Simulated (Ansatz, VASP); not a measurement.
## Fe in VASP and in Ansatz

```
Fe
1.0
     0.00000    2.43652    2.43652
     2.43652    0.00000    2.43652
     2.43652    2.43652    0.00000
Fe
2
Direct
  0.50000 0.50000 0.50000
  0.75000 0.75000 0.75000
```

Alike in both runs: functional PBE; k mesh 6 × 6 × 6; occupations gaussian, width 0.1 eV; no spin polarisation.

Ansatz relaxed the structure, and its values are those at the end. VASP's run is a single point on that final structure, the one shown.

```csv
,VASP,Ansatz
version,VASP 6.6.1,Ansatz 0.2.0
potentials or method,"VASP PAW PBE potentials, release 64 (Fe_sv), cutoff 690 eV","scalar-relativistic, plane waves, PAW"
valence electrons in the cell,32,32
```

```csv
,VASP,Ansatz,Ansatz less VASP
gap on the k mesh at the Fermi level (eV),none,none,-
pressure (GPa),-1.2,0.0,+1.21
```

A gap of «none» marks a metal or a gap that the smearing closes. With one functional, cell and mesh, what is left measures potentials, basis and numerics.

The k mesh is coarse, so the values compare programs but aren't converged.
